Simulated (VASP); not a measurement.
A run of VASP 6.6.1 is set up as follows.

The input INCAR:

```
PREC     = Accurate       # precision mode
ENCUT    = 520            # plane-wave cutoff, eV
EDIFF    = 1E-7           # SCF threshold, eV
ISMEAR   = 0              # smearing method
SIGMA    = 0.01           # smearing width, eV
LREAL    = F              # projectors in reciprocal space
LASPH    = T              # aspherical terms in the spheres
NELM     = 60             # most SCF steps
ALGO     = Normal         # electronic algorithm
ISIF     = 2              # what is computed and relaxed
LWAVE    = F              # write WAVECAR
LCHARG   = F              # write CHGCAR
GGA      = PE             # functional
NBANDS   = 26             # bands
```

File KPOINTS:

```
Automatic mesh
0
Gamma
  6 6 4
```

The input POSCAR:

```
ZnS
1.0
    3.8110000000      0.0000000000      0.0000000000
   -1.9055000000      3.3004230000      0.0000000000
    0.0000000000      0.0000000000      6.2340000000
Zn S
2 2
Direct
    0.3333333333      0.6666666667      0.0000000000
    0.6651517093      0.3303034187      0.5000000000
    0.3333333333      0.6666666667      0.3850000000
    0.6666666667      0.3333333333      0.8850000000
```

Potentials or basis: VASP PAW PBE potentials, release 64 (Zn, S).

The run is started by

```bash
$ cat potpaw_PBE.64/Zn/POTCAR potpaw_PBE.64/S/POTCAR > POTCAR
$ mpirun -np 1 vasp_std > vasp.out
```

Task: What does it give for the band gap on the k mesh?

Result: 2.25 eV, direct.

Task: Predict the largest force.

Result: 0.332 eV/Å.

Task: Predict the pressure.

Result: 2.5 GPa.

Forces in eV/Å, atoms in the order of the input:
```
Zn   0.000  0.002  0.324
Zn   0.000  0.069  0.325
S    0.000 -0.067 -0.325
S    0.000 -0.003 -0.324
```
